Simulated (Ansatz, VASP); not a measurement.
**C: VASP beside Ansatz**

```
CELL_PARAMETERS angstrom
2.40304 0.00000 0.00000
-1.20152 2.08110 0.00000
0.00000 0.00000 3.48267
ATOMIC_POSITIONS crystal
C 0.34270 0.68541 0.00000
C 0.65730 0.31459 0.00000
```

Change from the starting cell: mode 6 frozen in at +0.040 Å, equal normal strain along x, y and z -0.0250.

Alike in both runs: task single point; functional PBE; dispersion D3(BJ); k mesh 21 × 21 × 12; occupations gaussian, width 0.15 eV; no spin polarisation.

|  | VASP | Ansatz |
| --- | --- | --- |
| version | VASP 6.6.1 | Ansatz 0.2.0 |
| potentials or method | VASP PAW PBE potentials, release 64 (C), cutoff 520 eV | scalar-relativistic, plane waves, PAW |
| valence electrons in the cell | 8 | 8 |

VASP gave:

* gap on the k mesh at the Fermi level (eV): none
* pressure (GPa): 28.2
* traceless stress, the component that is largest in VASP (GPa): 28.13
* rms of the force components (eV/Å): 3.212

Estimate Ansatz's values.

gap on the k mesh at the Fermi level (eV): none; pressure (GPa): 27.8; traceless stress, the component that is largest in VASP (GPa): 27.74; rms of the force components (eV/Å): 3.211.

Atom by atom the forces differ by 0.001 eV/Å (rms over components). A gap of «none» marks a metal or a gap that the smearing closes.
